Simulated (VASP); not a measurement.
Here is a VASP 6.6.1 calculation.

Contents of INCAR:

```
PREC = Accurate
ENCUT = 520
EDIFF = 1E-6
ISMEAR = -1
SIGMA = 0.05
LREAL = False
LASPH = True
NELM = 60
ALGO = Normal
ISIF = 2
LWAVE = False
LCHARG = False
GGA = RE
IVDW = 12
NBANDS = 17
```

The input KPOINTS:

```
Automatic mesh
0
Gamma
  7 7 7
```

Contents of POSCAR:

```
SnTe
1.0
    0.0000000000      3.1082657258      3.1082657258
    3.1082657258      0.0000000000      3.1082657258
    3.1082657258      3.1082657258      0.0000000000
Te Sn
1 1
Direct
    0.5000000000      0.5000000000      0.5000000000
    0.0000000000      0.0000000000      0.0000000000
```

Potentials or basis: VASP PAW PBE potentials, release 64 (Te, Sn_d).

Run with:

```console
$ cat potpaw_PBE.64/Te/POTCAR potpaw_PBE.64/Sn_d/POTCAR > POTCAR
$ mpirun -np 1 vasp_std > vasp.out
```

Task: Estimate the dispersion energy per atom.

Result: -0.785 eV.

Task: Predict the pressure.

Result: 1.2 GPa.

Caveat: the PAW data sets were made with another functional, which shifts forces and pressure a little.
